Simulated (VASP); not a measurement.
# Ag (P6_3/mmc) in VASP: notebook

The runs below take Ag through relaxation of cell and atoms, single point, with PBE.

All numbers are computed with VASP 6.6.1; they aren't measurements. Logs are shortened: lines on timing, memory, paths and dates and some standing lists are left out, and cuts for length are marked.

### Step 1. The cell of the first run

Symmetry: P6_3/mmc, No. 194, hexagonal system. The conventional cell has a = 2.618 Å, b = 2.618 Å, c = 4.279 Å, α = 90.00°, β = 90.00°, γ = 120.00°. Ag (site symmetry -6m2) has 12 Ag at 2.62 Å within 3.5 Å.

This isn't the form of Ag at room conditions, which is fcc.

### Step 2. Relaxation of cell and atoms, PBE, target pressure 90 GPa, at which the enthalpy is minimised

The input, INCAR:

```
ALGO = Normal
EDIFF = 1E-6
EDIFFG = -0.008
ENCUT = 600
GGA = PE
IBRION = 2
ISIF = 3
ISMEAR = 0
LASPH = T
LCHARG = F
LREAL = F
LWAVE = F
NELM = 80
NSW = 70
PREC = Accurate
PSTRESS = 900.0
SIGMA = 0.1
```

The input, KPOINTS:

```
k-points
0
Gamma
  18 18 10
```

The input, POSCAR:

```
Ag
1.0
    2.6183495813      0.0000000000      0.0000000000
   -1.3091747907      2.2675572534      0.0000000000
    0.0000000000      0.0000000000      4.2794450828
Ag
2
Direct
    0.3333333333      0.6666666667      0.2500000000
    0.6666666667      0.3333333333      0.7500000000
```

Potentials or basis: VASP PAW PBE potentials, release 64 (Ag).

The run is started by

```console
$ cat potpaw_PBE.64/Ag/POTCAR > POTCAR
$ mpirun -np 1 vasp_std > vasp.out
```

OUTCAR:

```text
EDIFF = 1E-6
   EDIFFG = -0.008
   ENCUT = 600
   GGA = PE
   IBRION = 2
   ISIF = 3
   ISMEAR = 0
   LASPH = T
   LREAL = F
   NELM = 80
   NSW = 70
   PREC = Accurate
   PSTRESS = 900.0

 ion  position               nearest neighbor table
   1  0.333  0.667  0.250-   2 2.62   2 2.62   2 2.62   2 2.62   2 2.62   2 2.62
   2  0.667  0.333  0.750-   1 2.62   1 2.62   1 2.62   1 2.62   1 2.62   1 2.62

  LATTYP: Found a hexagonal cell.
 ALAT       =     2.6183495813
 C/A-ratio  =     1.6344055482

  Lattice vectors:

 A1 = (   2.6183495813,   0.0000000000,   0.0000000000)
 A2 = (  -1.3091747907,   2.2675572534,   0.0000000000)
 A3 = (   0.0000000000,   0.0000000000,   4.2794450828)

Analysis of symmetry for initial positions (statically):
=====================================================================
 Subroutine PRICEL returns:
 Original cell was already a primitive cell.

 Routine SETGRP: Setting up the symmetry group for a
 hexagonal supercell.

 Subroutine GETGRP returns: Found 24 space group operations
 (whereof 12 operations were pure point group operations)
 out of a pool of 24 trial point group operations.

The static configuration has the point symmetry D_3d.
 The point group associated with its full space group is D_6h.

Analysis of symmetry for dynamics (positions and initial velocities):
=====================================================================
 Subroutine PRICEL returns:
 Original cell was already a primitive cell.

 Routine SETGRP: Setting up the symmetry group for a
 hexagonal supercell.

 Subroutine GETGRP returns: Found 24 space group operations
 (whereof 12 operations were pure point group operations)
 out of a pool of 24 trial point group operations.

The dynamic configuration has the point symmetry D_3d.
 The point group associated with its full space group is D_6h.

 Subroutine INISYM returns: Found 24 space group operations
 (whereof 12 operations are pure point group operations),
 and found     1 'primitive' translations

----------------------------------------------------------------------------------------

                                     Primitive cell

  volume of cell :      25.4082

  direct lattice vectors                    reciprocal lattice vectors
     2.618349581  0.000000000  0.000000000     0.381919972  0.220501599  0.000000000
    -1.309174791  2.267557253  0.000000000     0.000000000  0.441003198  0.000000000
     0.000000000  0.000000000  4.279445083     0.000000000  0.000000000  0.233675157

  length of vectors
     2.618349581  2.618349581  4.279445083     0.441003198  0.441003198  0.233675157

  position of ions in fractional coordinates (direct lattice)
     0.333333333  0.666666667  0.250000000
     0.666666667  0.333333333  0.750000000

  ion indices of the primitive-cell ions
   primitive index   ion index
                 1           1
                 2           2

----------------------------------------------------------------------------------------

 KPOINTS: k-points

Automatic generation of k-mesh.
 Grid dimensions read from file:
 generate k-points for:   18   18   10

 Generating k-lattice:

  Cartesian coordinates                     Fractional coordinates (reciprocal lattice)
     0.021217776  0.012250089  0.000000000     0.055555556  0.000000000  0.000000000
     0.000000000  0.024500178  0.000000000     0.000000000  0.055555556  0.000000000
     0.000000000  0.000000000  0.023367516     0.000000000  0.000000000  0.100000000

  Length of vectors
     0.024500178  0.024500178  0.023367516

  Shift w.r.t. Gamma in fractional coordinates (k-lattice)
     0.000000000  0.000000000  0.000000000

 Subroutine IBZKPT returns following result:
 ===========================================

 Found    222 irreducible k-points:

 Following reciprocal coordinates:
            Coordinates               Weight
  0.000000  0.000000  0.000000      1.000000
  0.055556  0.000000  0.000000      6.000000
  0.111111  0.000000  0.000000      6.000000
  0.166667  0.000000  0.000000      6.000000
  0.222222  0.000000  0.000000      6.000000
  0.277778  0.000000  0.000000      6.000000
[... 16 lines left out ...]
  0.333333  0.111111  0.000000     12.000000
  0.388889  0.111111  0.000000     12.000000
 [... further k-points ...]
   k-points           NKPTS =    222   k-points in BZ     NKDIM =    222   number of bands    NBANDS=     15
   number of dos      NEDOS =    301   number of ions     NIONS =      2
   total plane-waves  NPLWV =  20736
   dimension x,y,z NGX =    24 NGY =   24 NGZ =   36
   dimension x,y,z NGXF=    48 NGYF=   48 NGZF=   72
   ions per type =               2
   NGX,Y,Z   is equivalent  to a cutoff of  15.24, 15.24, 13.99 a.u.
   NGXF,Y,Z  is equivalent  to a cutoff of  30.48, 30.48, 27.97 a.u.
 SYSTEM =  unknown system
   PREC   = accura    normal or accurate (medium, high low for compatibility)
   ISTART =      0    job   : 0-new  1-cont  2-samecut
   ICHARG =      2    charge: 1-file 2-atom 10-const
   ISPIN  =      1    spin polarized calculation?
   LNONCOLLINEAR =      F non collinear calculations
   LSORBIT =      F    spin-orbit coupling
   LASPH  =      T    aspherical Exc in radial PAW
   ENCUT  =  600.0 eV  44.10 Ry    6.64 a.u.   5.23  5.23  8.55*2*pi/ulx,y,z
   NELM   =     80;   NELMIN=  2; NELMDL= -5     # of ELM steps
   EDIFF  = 0.1E-05   stopping-criterion for ELM
   LREAL  =      F    real-space projection
   EDIFFG = -.8E-02   stopping-criterion for IOM
   NSW    =     70    number of steps for IOM
   IBRION =      2    ionic relax: 0-MD 1-quasi-New 2-CG
   NFREE  =      1    steps in history (QN), initial steepest desc. (CG)
   ISIF   =      3    stress and relaxation
   ISYM   =      2    0-nonsym 1-usesym 2-fastsym
   POTIM  = 0.5000    time-step for ionic-motion
   TEBEG  =    0.0;   TEEND  =   0.0 temperature during run
   PSTRESS=  900.0 pullay stress
   NELECT =      22.0000    total number of electrons
   NUPDOWN=      -1.0000    fix difference up-down
   EMIN   =  10.00;   EMAX   =-10.00  energy-range for DOS
   EFERMI =   0.00;   METHOD = LEGACY
   ISMEAR =     0;   SIGMA  =   0.10  broadening in eV -4-tet -1-fermi 0-gaus
   EFERMI_NEDOS =   21; number of points for ismear=-14 and -15
   IALGO  =     38    algorithm
   IMIX   =      4    mixing-type and parameters
     AMIX     =   0.40;   BMIX     =  1.00
     AMIX_MAG =   1.60;   BMIX_MAG =  1.00
  volume/ion in A,a.u.               =      12.70        85.73
  Fermi-wavevector in a.u.,A,eV,Ry     =   1.560359  2.948651 33.126391  2.434721
  Thomas-Fermi vector in A             =   2.663583
   LORBIT       =      0    0 simple, 1 ext, 2 COOP (PROOUT), +10 PAW based schemes
   GGA     = PE    functional components
   LHFCALC =     F    Hartree Fock is set to
   AEXX    =    0.0000 exact exchange contribution
   IVDW    =     0    specifies the selected vdW correction
   LEPSILON=     F    determine dielectric tensor
   LRPA    =     F    only Hartree local field effects (RPA)
 conjugate gradient relaxation of ions
 non-spin polarized calculation
 Gauss-broadening in eV      SIGMA  =   0.10
  energy-cutoff  :      600.00
  volume of cell :       25.41
 maximum number of plane-waves:       860
 NGX is ok and might be reduce to    24
   NGX = 11   NGY = 11   NGZ = 17

--------------------------------------- Ionic step        1  -------------------------------------------

 number of electron      21.9999997 magnetization

 Free energy of the ion-electron system (eV)
  ---------------------------------------------------
  ext. energy  EPLUGINS =         0.00000000
  ---------------------------------------------------
  free energy    TOTEN  =        -3.62503265 eV

  energy without entropy =       -3.62107191  energy(sigma->0) =       -3.62305228

------------------------ aborting loop because EDIFF is reached ----------------------------------------

  FORCE on cell =-STRESS in cart. coord.  units (eV):
  Direction    XX          YY          ZZ          XY          YZ          ZX
  --------------------------------------------------------------------------------------
  -------------------------------------------------------------------------------------
  Total       12.8031967     12.8031967     12.8297073     -0.0000000     -0.0000000     -0.0000000
  in kB      807.3384797    807.3384798    809.0101747     -0.0000000     -0.0000000     -0.0000000
  external PRESSURE =     -92.1042886 kB  Pullay stress =     900.0000000 kB
[... 251 lines left out ...]
  enthalpy is  TOTEN    =        10.6335627234 eV   P V=       14.0036703850

--------------------------------------- Ionic step        8  -------------------------------------------

 number of electron      21.9999999 magnetization

 Free energy of the ion-electron system (eV)
  ---------------------------------------------------
  ext. energy  EPLUGINS =         0.00000000
  ---------------------------------------------------
  free energy    TOTEN  =        -3.36868524 eV

  energy without entropy =       -3.36478066  energy(sigma->0) =       -3.36673295

 E-fermi :  13.7279     XC(G=0): -14.1862

 val. band max:       13.7263385742   @ k =   0.2222   0.1667   0.4000
 cond. band min:      13.7294657991   @ k =   0.2778   0.1111   0.4000
 fundamental gap:      0.0031272250
 Fermi energy:        13.7279491689

 k-point     1 :       0.0000    0.0000    0.0000
  band No.  band energies     occupation
      1       3.2656      2.00000
      2       4.7823      2.00000
      3       7.3478      2.00000
      4       7.4996      2.00000
      5       7.4996      2.00000
      6       7.9246      2.00000
      7       7.9246      2.00000
      8       8.5338      2.00000
      9       8.5338      2.00000
     10      10.2552      2.00000
     11      10.2552      2.00000
     12      12.3037      2.00000
     13      19.3735      0.00000
     14      29.7757      0.00000
     15      32.0327      0.00000
[... 397 lines left out ...]
 k-point    24 :       0.3889    0.1111    0.0000
  band No.  band energies     occupation
      1       5.0999      2.00000
      2       5.3981      2.00000
      3       5.6876      2.00000
      4       7.2799      2.00000
      5       7.8282      2.00000
      6       8.1343      2.00000
      7       8.2047      2.00000
      8      10.2352      2.00000
      9      10.4930      2.00000
     10      10.5225      2.00000
     11      13.5226      1.99631
     12      17.6161      0.00000
     13      22.2102      0.00000
     14      22.4121      0.00000
     15      24.4482      0.00000

 [... further k-points ...]

------------------------ aborting loop because EDIFF is reached ----------------------------------------

  FORCE on cell =-STRESS in cart. coord.  units (eV):
  Direction    XX          YY          ZZ          XY          YZ          ZX
  --------------------------------------------------------------------------------------
  -------------------------------------------------------------------------------------
  Total       14.0090267     14.0090267     13.9954640     -0.0000000      0.0000000      0.0000000
  in kB      900.4357723    900.4357723    899.5640253     -0.0000000      0.0000000      0.0000000
  external PRESSURE =       0.1451900 kB  Pullay stress =     900.0000000 kB
[... 17 lines left out ...]
  FREE ENERGIE OF THE ION-ELECTRON SYSTEM (eV)
  ---------------------------------------------------
  free  energy   TOTEN  =        -3.3686852418 eV

  energy  without entropy=       -3.3647806587  energy(sigma->0) =       -3.36673295

  enthalpy is  TOTEN    =        10.6335617063 eV   P V=       14.0022469481

 reached required accuracy - stopping structural energy minimisation
```

Run time: 4.1 min. Hardware: 1 thread of Intel Xeon Platinum 8259CL at 2.50GHz (Skylake/Cascade Lake), shared host; peak memory 0.24 GiB.

Results:

```
Free energy                                                : -3.3687 eV
Relaxed volume                                             : 12.46 Å³/atom
Relaxed cell                                               : a = 2.601 Å, b = 2.601 Å, c = 4.255 Å, α = 90.00°, β = 90.00°, γ = 120.00°
Space group after relaxing (to 0.1 Å)                      : P6_3/mmc (No. 194)
Energy change on relaxing (the run minimises the enthalpy) : +128.2 meV/atom
Ionic steps                                                : 8
Pressure after relaxing                                    : 90.0 GPa
Band gap on the k mesh                                     : zero (bands 11 and 12 overlap by 9.15 eV)
```

The path:
| step | energy change (eV) | largest force (eV/Å) | pressure (GPa) | volume (Å³) |
| --- | --- | --- | --- | --- |
| 1 | 0.0000 | 0.0000 | 80.79 | 25.41 |
| 2 | 1.7687 | 0.0000 | 143.63 | 22.82 |
| 3 | 0.2451 | 0.0000 | 89.62 | 24.95 |
| 4 | 0.2545 | 0.0000 | 89.95 | 24.93 |
| 5 | 0.2599 | 0.0000 | 90.14 | 24.92 |
| 6 | 0.2421 | 0.0000 | 89.49 | 24.95 |
| 7 | 0.2549 | 0.0000 | 89.94 | 24.93 |
| 8 | 0.2563 | 0.0000 | 90.01 | 24.93 |

Final structure:
```
Ag
1.0
     2.60097    0.00000    0.00000
    -1.30048    2.25251    0.00000
     0.00000    0.00000    4.25466
Ag
2
Cartesian
  0.0000 1.5017 1.0637
  1.3005 0.7508 3.1910
```

Caveat: the cell is relaxed towards a set pressure, so the run minimises the enthalpy, not the energy.

### Step 3. Single point, PBE

This run uses another cell than the first one, of 17.20 Å³/atom.

The input, INCAR:

```
SYSTEM = Ag
  PREC = Accurate
  ENCUT = 520
  EDIFF = 1E-6
  ISMEAR = 0
  SIGMA = 0.1
  LREAL = .FALSE.
  LASPH = .TRUE.
  NELM = 80
  ALGO = Fast
  ISIF = 2
  LWAVE = .FALSE.
  LCHARG = .TRUE.
  GGA = PE
  LELF = .TRUE.
  LVHAR = .TRUE.
  NBANDS = 18
```

The input, KPOINTS:

```
regular mesh
0
G
  18 18 10
  0 0 0
```

The input, POSCAR:

```
Ag
1.0
    2.8954679757      0.0000000000      0.0000000000
   -1.4477339879      2.5075488228      0.0000000000
    0.0000000000      0.0000000000      4.7368147218
Ag
2
Direct
    0.3333333333      0.6666666667      0.2500000000
    0.6666666667      0.3333333333      0.7500000000
```

Potentials or basis: VASP PAW PBE potentials, release 64 (Ag).

The run is started by

```console
$ cat potpaw_PBE.64/Ag/POTCAR > POTCAR
$ mpirun -np 1 vasp_std > vasp.out
```

Wall time 55 s (1 thread of AMD EPYC 9R45 (Zen 5), shared host); peak memory 0.21 GiB.

It converged, with:

- Free energy: -5.4113 eV
- Pressure: 3.9 GPa
- Band gap on the k mesh: zero (bands 11 and 12 overlap by 7.50 eV)

Levels at points of the mesh, in eV from the Fermi level:
```tsv
k point	band 8	band 9	band 10	band 11	band 12	band 13	band 14	band 15
(0.00, 0.00, 0.00)	-4.08	-4.08	-3.09	-3.09	-0.37	3.54	15.66	17.54
(0.50, 0.00, 0.00)	-2.96	-2.91	-2.82	0.13	1.55	6.87	7.13	9.34
(0.00, 0.00, 0.50)	-4.50	-3.40	-3.40	-3.40	-3.40	11.07	11.07	16.02
(0.50, 0.00, 0.50)	-3.14	-2.87	-2.87	0.79	0.79	4.57	4.57	13.59
```

Caveat: the cell stands under pressure.

(Part 1 of 2 ends here.)

The gap in the log of VASP goes by the Fermi energy; the results here count the filled bands.